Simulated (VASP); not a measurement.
The system is V.

```xyz
1
Lattice="0.0000 1.9050 1.9050 1.9050 0.0000 1.9050 1.9050 1.9050 0.0000" Properties=species:S:1:pos:R:3 pbc="T T T"
V     0.0000    0.0000    0.0000
```

This isn't the form of V at room conditions, which is bcc.

| Item | Value |
| --- | --- |
| Program | VASP 6.6.1 |
| Task | relaxation of cell and atoms |
| Functional | LDA |
| Potentials or basis | VASP PAW LDA potentials, release 64 (V_sv) |
| Cutoff | 600 eV |
| k mesh | 14 × 14 × 14 |
| Occupations | fermi-dirac, width 0.1 eV |
| Spin | no spin polarisation |

At the start: pressure -10.9 GPa; volume 13.83 Å³/atom.

Question: Where does the relaxation end?

Answer: Over 4 steps the energy falls by 29.2 meV/atom and the volume is 13.01 Å³/atom (-5.9 %); space group Fm-3m (No. 225, to 0.1 Å) before and after.

Step by step:
```
step  energy change (eV)  largest force (eV/Å)  pressure (GPa)  volume (Å³)
   1              0.0000                0.0000          -10.92        13.83
   2              0.0236                0.0000           18.33        12.02
   3             -0.0292                0.0000           -0.23        13.02
   4             -0.0292                0.0000            0.02        13.01
```

Final structure:
```
V
1.0
     0.00000    1.86662    1.86662
     1.86662    0.00000    1.86662
     1.86662    1.86662    0.00000
V
1
Cartesian
  1.8666 1.8666 0.0000
```
